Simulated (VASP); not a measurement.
# GaAs (Pm-3m) in VASP: a series of runs, part 2 of 3

VASP 6.6.1.

### 3 Single point, PBEsol

Contents of INCAR:

```
PREC = Accurate
ENCUT = 520
EDIFF = 1E-7
ISMEAR = -1
SIGMA = 0.02
LREAL = False
LASPH = True
NELM = 100
ALGO = Normal
ISIF = 2
LWAVE = False
LCHARG = True
GGA = PS
LELF = True
LVHAR = True
NBANDS = 16
```

Contents of KPOINTS:

```
regular mesh
0
Gamma
  6 6 6
```

Contents of POSCAR:

```
GaAs
1.0
    3.3286687154      0.0000000000      0.0000000000
    0.0000000000      3.3286687154      0.0000000000
    0.0000000000      0.0000000000      3.3286687154
Ga As
1 1
Direct
    0.0000000000      0.0000000000      0.0000000000
    0.5000000000      0.5000000000      0.5000000000
```

Potentials or basis: VASP PAW PBE potentials, release 64 (Ga_d, As).

On the command line:

```sh
$ cat potpaw_PBE.64/Ga_d/POTCAR potpaw_PBE.64/As/POTCAR > POTCAR
$ mpirun -np 1 vasp_std > vasp.out
```

Wall time 9.7 s (1 thread of Intel Xeon 6975P-C (Granite Rapids), shared host); peak memory 0.15 GiB.

Results (log left out):

```
Free energy            : -8.1373 eV
Pressure               : -1.4 GPa
Band gap on the k mesh : zero (band 9 reaches 7.42 eV, above the bottom of band 10 at 3.80 eV)
```

Levels at points of the mesh, in eV from the Fermi level:
```csv
k point,band 5,band 6,band 7,band 8,band 9,band 10,band 11,band 12,band 13,band 14
"(0.00, 0.00, 0.00)",-14.69,-13.71,-2.09,-0.70,-0.70,-0.70,4.71,4.71,9.92,9.92
"(0.50, 0.00, 0.00)",-14.69,-11.68,-8.48,1.37,1.37,2.73,3.36,4.74,4.74,7.09
"(0.50, 0.50, 0.00)",-14.64,-9.87,-5.38,-5.38,-4.82,2.31,7.09,7.13,7.13,8.66
"(0.50, 0.50, 0.50)",-14.64,-8.83,-2.72,-2.72,-2.72,-2.25,-0.60,-0.60,-0.60,20.06
```

Caveat: the PAW data sets were made with another functional, which shifts forces and pressure a little.

### 4 Single point, r2SCAN

POSCAR is that of step 3.

Contents of INCAR.step1:

```
SYSTEM = GaAs
  PREC = Accurate
  ENCUT = 520
  ISMEAR = -1
  SIGMA = 0.02
  LREAL = .FALSE.
  LASPH = .TRUE.
  NELM = 60
  NBANDS = 16
  GGA = PE
  ALGO = Normal
  EDIFF = 1E-4
  LWAVE = .TRUE.
  LCHARG = .FALSE.
```

Contents of INCAR.step2:

```
SYSTEM = GaAs
  PREC = Accurate
  ENCUT = 520
  EDIFF = 1E-6
  ISMEAR = -1
  SIGMA = 0.02
  LREAL = .FALSE.
  LASPH = .TRUE.
  NELM = 60
  ALGO = Normal
  ISIF = 2
  LWAVE = .FALSE.
  LCHARG = .FALSE.
  METAGGA = R2SCAN
  LMIXTAU = .TRUE.
  NBANDS = 16
  ISTART = 1
```

Contents of KPOINTS:

```
regular mesh
0
G
  6 6 6
  0 0 0
```

Potentials or basis: VASP PAW PBE potentials, release 64 (Ga_d, As).

On the command line:

```sh
$ cat potpaw_PBE.64/Ga_d/POTCAR potpaw_PBE.64/As/POTCAR > POTCAR
$ cp INCAR.step1 INCAR
$ mpirun -np 1 vasp_std > vasp.out
$ cp INCAR.step2 INCAR
$ mpirun -np 1 vasp_std > vasp.out
```

OUTCAR:

```text
SYSTEM = GaAs
   PREC = Accurate
   ENCUT = 520
   EDIFF = 1E-6
   ISMEAR = -1
   LREAL = .FALSE.
   LASPH = .TRUE.
   NELM = 60
   ISIF = 2
   METAGGA = R2SCAN
   ISTART = 1

 ion  position               nearest neighbor table
   1  0.000  0.000  0.000-   2 2.88   2 2.88   2 2.88   2 2.88   2 2.88   2 2.88   2 2.88   2 2.88

   2  0.500  0.500  0.500-   1 2.88   1 2.88   1 2.88   1 2.88   1 2.88   1 2.88   1 2.88   1 2.88

  LATTYP: Found a simple cubic cell.
 ALAT       =     3.3286687154

[... 561 lines left out ...]

------------------------ aborting loop because EDIFF is reached ----------------------------------------

  FORCE on cell =-STRESS in cart. coord.  units (eV):
  Direction    XX          YY          ZZ          XY          YZ          ZX
  --------------------------------------------------------------------------------------
  -------------------------------------------------------------------------------------
  Total        0.0888559      0.0888559      0.0888559     -0.0000000      0.0000000      0.0000000
  in kB        3.8599808      3.8599808      3.8599808     -0.0000000      0.0000000      0.0000000
  external PRESSURE =       3.8599808 kB  Pullay stress =       0.0000000 kB

 VOLUME and BASIS-vectors are now :
 -----------------------------------------------------------------------------
  energy-cutoff  :      520.00
  volume of cell :       36.88
      direct lattice vectors                 reciprocal lattice vectors
     3.328668715  0.000000000  0.000000000     0.300420404  0.000000000  0.000000000
     0.000000000  3.328668715  0.000000000     0.000000000  0.300420404  0.000000000
     0.000000000  0.000000000  3.328668715     0.000000000  0.000000000  0.300420404

 POSITION                                       TOTAL-FORCE (eV/Angst)
 -----------------------------------------------------------------------------------
      0.00000      0.00000      0.00000         0.000000      0.000000      0.000000
      1.66433      1.66433      1.66433         0.000000      0.000000      0.000000
 -----------------------------------------------------------------------------------
    total drift:                               -0.000000     -0.000000     -0.000000

  FREE ENERGIE OF THE ION-ELECTRON SYSTEM (eV)
  ---------------------------------------------------
  free  energy   TOTEN  =       -25.5110075403 eV

  energy  without entropy=      -25.5097815720  energy(sigma->0) =      -25.51039456
```

OUTCAR.step1:

```text
SYSTEM = GaAs
   PREC = Accurate
   ENCUT = 520
   ISMEAR = -1
   LREAL = .FALSE.
   LASPH = .TRUE.
[... 595 lines left out ...]
      0.00000      0.00000      0.00000         0.000000      0.000000      0.000000
      1.66433      1.66433      1.66433         0.000000      0.000000      0.000000
 -----------------------------------------------------------------------------------
    total drift:                               -0.000000      0.000000     -0.000000

  FREE ENERGIE OF THE ION-ELECTRON SYSTEM (eV)
  ---------------------------------------------------
  free  energy   TOTEN  =        -7.1952313230 eV

  energy  without entropy=       -7.1923760457  energy(sigma->0) =       -7.19380368
```

It took 32 s on 1 thread of Intel Xeon 6975P-C (Granite Rapids), shared host; peak memory 0.16 GiB.

What came out:

| Item | Value |
| --- | --- |
| Free energy | -25.5110 eV |
| Pressure | 0.4 GPa |
| Band gap on the k mesh | zero (band 9 reaches 7.39 eV, above the bottom of band 10 at 3.84 eV) |

Caveat: the PAW data sets were made with another functional, which shifts forces and pressure a little.

### 5 Single point, r2SCAN

POSCAR is that of step 4.

Contents of INCAR.step1:

```
ALGO = Normal ; EDIFF = 1E-4
ENCUT = 520 ; GGA = PE
ISMEAR = 0 ; LASPH = T
LCHARG = F ; LREAL = F
LWAVE = T ; NBANDS = 16
NELM = 100 ; PREC = Accurate
SIGMA = 0.5
```

Contents of INCAR.step2:

```
ALGO = Normal ; EDIFF = 1E-6
ENCUT = 520 ; ISIF = 2
ISMEAR = 0 ; ISTART = 1
LASPH = T ; LCHARG = F
LMIXTAU = T ; LREAL = F
LWAVE = F ; METAGGA = R2SCAN
NBANDS = 16 ; NELM = 100
PREC = Accurate ; SIGMA = 0.5
```

Contents of KPOINTS:

```
k-points
0
Gamma
  6 6 6
```

Potentials or basis: VASP PAW PBE potentials, release 64 (Ga_d, As).

On the command line:

```sh
$ cat potpaw_PBE.64/Ga_d/POTCAR potpaw_PBE.64/As/POTCAR > POTCAR
$ cp INCAR.step1 INCAR
$ mpirun -np 1 vasp_std > vasp.out
$ cp INCAR.step2 INCAR
$ mpirun -np 1 vasp_std > vasp.out
```

OUTCAR:

```text
EDIFF = 1E-6
   ENCUT = 520
   ISIF = 2
   ISMEAR = 0
   ISTART = 1
   LASPH = T
   LREAL = F
   METAGGA = R2SCAN
   NELM = 100
   PREC = Accurate

 ion  position               nearest neighbor table
   1  0.000  0.000  0.000-   2 2.88   2 2.88   2 2.88   2 2.88   2 2.88   2 2.88   2 2.88   2 2.88

   2  0.500  0.500  0.500-   1 2.88   1 2.88   1 2.88   1 2.88   1 2.88   1 2.88   1 2.88   1 2.88

  LATTYP: Found a simple cubic cell.
 ALAT       =     3.3286687154

  Lattice vectors:

 A1 = (   3.3286687154,   0.0000000000,   0.0000000000)
 A2 = (   0.0000000000,   3.3286687154,   0.0000000000)
 A3 = (   0.0000000000,   0.0000000000,   3.3286687154)

Analysis of symmetry for initial positions (statically):
=====================================================================
 Subroutine PRICEL returns:
 Original cell was already a primitive cell.

 Routine SETGRP: Setting up the symmetry group for a
 simple cubic supercell.

 Subroutine GETGRP returns: Found 48 space group operations
 (whereof 48 operations were pure point group operations)
 out of a pool of 48 trial point group operations.

The static configuration has the point symmetry O_h .

Analysis of symmetry for dynamics (positions and initial velocities):
=====================================================================
 Subroutine PRICEL returns:
 Original cell was already a primitive cell.

 Routine SETGRP: Setting up the symmetry group for a
 simple cubic supercell.

 Subroutine GETGRP returns: Found 48 space group operations
 (whereof 48 operations were pure point group operations)
 out of a pool of 48 trial point group operations.

The dynamic configuration has the point symmetry O_h .

 Subroutine INISYM returns: Found 48 space group operations
 (whereof 48 operations are pure point group operations),
 and found     1 'primitive' translations

----------------------------------------------------------------------------------------
[... 107 lines left out ...]
     AMIX     =   0.40;   BMIX     =  1.00
     AMIX_MAG =   1.60;   BMIX_MAG =  1.00
  volume/ion in A,a.u.               =      18.44       124.45
  Fermi-wavevector in a.u.,A,eV,Ry     =   1.288927  2.435719 22.603816  1.661334
  Thomas-Fermi vector in A             =   2.420851
   LORBIT       =      0    0 simple, 1 ext, 2 COOP (PROOUT), +10 PAW based schemes
   METAGGA = R2SCAN    functional components
   LHFCALC =     F    Hartree Fock is set to
   AEXX    =    0.0000 exact exchange contribution
   IVDW    =     0    specifies the selected vdW correction
   LEPSILON=     F    determine dielectric tensor
   LRPA    =     F    only Hartree local field effects (RPA)
 non-spin polarized calculation
 Gauss-broadening in eV      SIGMA  =   0.50
  energy-cutoff  :      520.00
  volume of cell :       36.88
 maximum number of plane-waves:      1021
 NGX is ok and might be reduce to    28
   NGX = 13   NGY = 13   NGZ = 13

 number of electron      18.0000009 magnetization

 Free energy of the ion-electron system (eV)
  ---------------------------------------------------
  ext. energy  EPLUGINS =         0.00000000
  ---------------------------------------------------
  free energy    TOTEN  =       -25.57431155 eV

  energy without entropy =      -25.44568222  energy(sigma->0) =      -25.50999689

 E-fermi :   6.0093     XC(G=0): -11.8457

 val. band max:        5.9514483329   @ k =   0.1667   0.1667   0.0000
 cond. band min:       6.0717476021   @ k =   0.5000   0.3333   0.1667
 fundamental gap:      0.1202992692
 Fermi energy:         6.0093052438

 k-point     1 :       0.0000    0.0000    0.0000
  band No.  band energies     occupation
      1      -9.3916      2.00000
      2      -9.3916      2.00000
      3      -9.2887      2.00000
      4      -9.2887      2.00000
      5      -9.2887      2.00000
      6      -8.2943      2.00000
[... 357 lines left out ...]
      3      -9.4013      2.00000
      4      -9.2319      2.00000
      5      -9.2319      2.00000
      6      -3.1265      2.00000
[... 8 lines left out ...]
     15      27.4225      0.00000
     16      27.4225      0.00000

------------------------ aborting loop because EDIFF is reached ----------------------------------------

  FORCE on cell =-STRESS in cart. coord.  units (eV):
  Direction    XX          YY          ZZ          XY          YZ          ZX
  --------------------------------------------------------------------------------------
  -------------------------------------------------------------------------------------
  Total        0.1285043      0.1285043      0.1285043      0.0000000      0.0000000     -0.0000000
  in kB        5.5823448      5.5823448      5.5823448      0.0000000      0.0000000     -0.0000000
  external PRESSURE =       5.5823448 kB  Pullay stress =       0.0000000 kB

 VOLUME and BASIS-vectors are now :
 -----------------------------------------------------------------------------
  energy-cutoff  :      520.00
  volume of cell :       36.88
      direct lattice vectors                 reciprocal lattice vectors
     3.328668715  0.000000000  0.000000000     0.300420404  0.000000000  0.000000000
     0.000000000  3.328668715  0.000000000     0.000000000  0.300420404  0.000000000
     0.000000000  0.000000000  3.328668715     0.000000000  0.000000000  0.300420404

 POSITION                                       TOTAL-FORCE (eV/Angst)
 -----------------------------------------------------------------------------------
      0.00000      0.00000      0.00000         0.000000      0.000000      0.000000
      1.66433      1.66433      1.66433         0.000000      0.000000      0.000000
 -----------------------------------------------------------------------------------
    total drift:                               -0.000000     -0.000000     -0.000000

  FREE ENERGIE OF THE ION-ELECTRON SYSTEM (eV)
  ---------------------------------------------------
  free  energy   TOTEN  =       -25.5743115538 eV

  energy  without entropy=      -25.4456822182  energy(sigma->0) =      -25.50999689
```

OUTCAR.step1:

```text
EDIFF = 1E-4
   ENCUT = 520
   GGA = PE
   ISMEAR = 0
   LASPH = T
[... 595 lines left out ...]
 -----------------------------------------------------------------------------------
      0.00000      0.00000      0.00000         0.000000      0.000000      0.000000
      1.66433      1.66433      1.66433         0.000000      0.000000      0.000000
 -----------------------------------------------------------------------------------
    total drift:                               -0.000000      0.000000     -0.000000

  FREE ENERGIE OF THE ION-ELECTRON SYSTEM (eV)
  ---------------------------------------------------
  free  energy   TOTEN  =        -7.2656037621 eV

  energy  without entropy=       -7.1288802761  energy(sigma->0) =       -7.19724202
```

It took 31 s on 1 thread of Intel Xeon 6975P-C (Granite Rapids), shared host; peak memory 0.16 GiB.

Results:

| Property | Result |
| --- | --- |
| Free energy | -25.5743 eV |
| Pressure | 0.6 GPa |
| Band gap on the k mesh | zero (band 9 reaches 7.40 eV, above the bottom of band 10 at 3.83 eV) |

Caveat: the PAW data sets were made with another functional, which shifts forces and pressure a little.

(Continued in part 3 of 3.)
